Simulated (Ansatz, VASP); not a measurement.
This is a calculation of FeO for VASP 6.6.1.

File INCAR:

```
PREC = Accurate
ENCUT = 520
EDIFF = 1E-7
ISMEAR = -1
SIGMA = 0.05
LREAL = F
LASPH = T
NELM = 150
ALGO = Normal
ISIF = 2
LWAVE = F
LCHARG = F
ISPIN = 2
MAGMOM = 3 0
LORBIT = 11
LMAXMIX = 4
GGA = PE
NBANDS = 18
```

File KPOINTS:

```
regular mesh
0
Gamma
  11 11 11
```

File POSCAR:

```
FeO
1.0
    0.0000000000      2.1837637790      2.1837637790
    2.1837637790      0.0000000000      2.1837637790
    2.1837637790      2.1837637790      0.0000000000
Fe O
1 1
Direct
    0.0000000000      0.0000000000      0.0000000000
    0.5000000000      0.5000000000      0.5000000000
```

Potentials or basis: VASP PAW PBE potentials, release 64 (Fe, O).

Command:

```bash
$ cat potpaw_PBE.64/Fe/POTCAR potpaw_PBE.64/O/POTCAR > POTCAR
$ mpirun -np 1 vasp_std > vasp.out
```

Q: Set up the same calculation for Ansatz 0.2.0. Potentials there: all-electron LAPW, scalar-relativistic.

A: As run (the cutoff follows the program's own potentials):

input.yaml

```yaml
crystal:
  lattice:
    - [0.0, 2.183763779, 2.183763779]
    - [2.183763779, 0.0, 2.183763779]
    - [2.183763779, 2.183763779, 0.0]
  atoms:
    - { symbol: Fe, position: [0.0, 0.0, 0.0], spin: 3.0 }
    - { symbol: O, position: [0.5, 0.5, 0.5] }
kpoints:
  mp_grid: { grid: [11, 11, 11] }
scf:
  occupations: { method: fermi_dirac, width: 0.05 }
hamiltonian:
  xc: pbe
  pseudopotentials: { kind: all_electron, lapw: { basis_error: 0.0005 } }
magnetization:
  spin_polarized: true
output:
  forces: true
  stress: true
  eigenvalues: true
```

Potentials or basis: all-electron LAPW, scalar-relativistic.

The run is started by

```bash
$ ansatz run input.yaml --threads 2 --pin off --max-ram 6144MiB --backend cpu --events-out ev --progress --plain --runs-dir out
```

Both were run:

|  | VASP | Ansatz | Ansatz less VASP |
| --- | --- | --- | --- |
| gap on the k mesh at the Fermi level (eV) | none | none | - |
| pressure (GPa) | -6.8 | -6.9 | -0.13 |
| net moment per atom (μB) | 2.00 | 2.00 | 0.000 |
| size of the moment on the site where the two differ most (μB) | 0.29 | 0.31 | +0.019 |

Site moments also hang on the region over which each program counts them. A gap of «none» marks a metal or a gap that the smearing closes. Ansatz ran all-electron here, and VASP with PAW potentials.
